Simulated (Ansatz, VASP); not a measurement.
## One calculation of Re, two programs

```
Re
1.0
     2.76639    0.00000    0.00000
    -1.38319    2.39576    0.00000
     0.00000    0.00000    8.93885
Re
4
Direct
  0.66667 0.33333 0.75000
  0.00000 0.00000 0.50000
  0.33333 0.66667 0.25000
  0.00000 0.00000 0.00000
```

Alike in both runs: task single point; functional PBE; k mesh 11 × 11 × 3; occupations gaussian, width 0.013 eV; no spin polarisation.

|  | VASP | Ansatz |
| --- | --- | --- |
| version | VASP 6.6.1 | Ansatz 0.2.0 |
| potentials or method | VASP PAW PBE potentials, release 64 (Re) | Ansatz PAW |
| plane-wave cutoff (eV) | 520 | 420 |
| valence electrons in the cell | 28 | 60 |

```csv
,VASP,Ansatz,Ansatz less VASP
gap on the k mesh at the Fermi level (eV),none,none,-
pressure (GPa),3.0,3.4,+0.44
"traceless stress, the component that is largest in VASP (GPa)",0.45,0.44,-0.013
```

A gap of «none» marks a metal or a gap that the smearing closes. VASP's potentials hold 28 valence electrons a cell and Ansatz's 60, so a difference there can come from the potentials and not from the codes.

Spin-orbit coupling is off throughout.
